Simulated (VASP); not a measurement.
AlN:

```xyz
4
Lattice="3.1067 0.0000 0.0000 -1.5533 2.6905 0.0000 0.0000 0.0000 4.9786" Properties=species:S:1:pos:R:3 pbc="T T T"
Al    0.0000    1.7937   -0.0164
Al    1.5533    0.8968    2.4729
N     0.0000    1.7937    1.8834
N     1.5533    0.8968    4.3727
```

Program: VASP 6.6.1. Alike in all runs: task single point; no spin polarisation; cell as given; cutoff (eV) 520; smearing gaussian 0.01 eV.

Order these runs on this cell by their pressure, lowest first.
A. level PBE; potentials or basis VASP PAW PBE potentials, release 64 (Al, N); k mesh 9 × 9 × 4
B. level LDA; potentials or basis VASP PAW LDA potentials, release 64 (Al, N); k mesh 6 × 6 × 4
C. level HSE06; potentials or basis VASP PAW PBE potentials, release 64 (Al, N); k mesh 6 × 6 × 4; grid for exact exchange (PRECFOCK) Normal; screening parameter 0.2079 1/Å

B (-3.2 GPa), C (-0.8 GPa), A (4.4 GPa).

Caveats: the PAW data sets were made with another functional, which shifts forces and pressure a little (some runs).
